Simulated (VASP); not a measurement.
Write the native input for VASP 6.6.1 that does the following.

| Item | Value |
| --- | --- |
| Task | single point |
| Functional | PBE |
| Potentials or basis | VASP PAW PBE potentials, release 64 (Si, O) |
| Cutoff | 520 eV |
| k mesh | 6 × 6 × 6 |
| Occupations | gaussian, width 0.05 eV |
| Spin | no spin polarisation |
| Dipole correction | no |
| Further INCAR settings | ALGO = Normal; EDIFF = 1e-07; NBANDS = 40 |

The structure of Si4O7 (a cell with a defect) lies in POSCAR:

```
Si4O7
1.0
    0.0000000000      4.2357990674     -2.6899428419
    0.0000000000     -4.2357990674     -2.6899428419
   -4.2357990674      0.0000000000      2.6899428419
Si O
4 7
Direct
    0.2500000000      0.7500000000      0.5000000000
    0.7500000000      0.2500000000      0.5000000000
    0.0000000000      0.0000000000      1.0000000000
    0.5000000000      0.5000000000      1.0000000000
    1.0000000000      0.3069827092      0.3069827092
    0.5569827092      0.7500000000      0.8069827092
    0.0569827092      0.2500000000      0.8069827092
    0.0000000000      0.6930172908      0.6930172908
    0.5000000000      0.0965086454      0.5965086454
    0.9430172908      0.7500000000      0.1930172908
    0.4430172908      0.2500000000      0.1930172908
```

This cell differs from its parent crystal: atoms taken out, atom 9 moved 0.250 of the way to it and +0.000 Å across, host rigid.

These files were run (other wordings do the same):

INCAR

```
SYSTEM = Si4O7
PREC = Accurate
ENCUT = 520
EDIFF = 1E-7
ISMEAR = 0
SIGMA = 0.05
LREAL = .False.
LASPH = .True.
NELM = 80
ALGO = Normal
ISIF = 2
LWAVE = .False.
LCHARG = .False.
GGA = PE
NBANDS = 40
```

KPOINTS

```
regular mesh
0
Gamma
  6 6 6
  0 0 0
```

Potentials or basis: VASP PAW PBE potentials, release 64 (Si, O).

Command:

```console
$ cat potpaw_PBE.64/Si/POTCAR potpaw_PBE.64/O/POTCAR > POTCAR
$ mpirun -np 1 vasp_std > vasp.out
```

It gave:

```
Pressure               : 18.5 GPa
Largest force          : 11.079 eV/Å
Band gap on the k mesh : 1.01 eV
```

Caveat: the cell differs from its parent crystal (atoms taken out, atom 9 moved 0.250 of the way to it and +0.000 Å across, host rigid).

It took 5.3 min on 1 thread of AMD EPYC 7R13, on a shared host, peak memory 0.3 GiB.
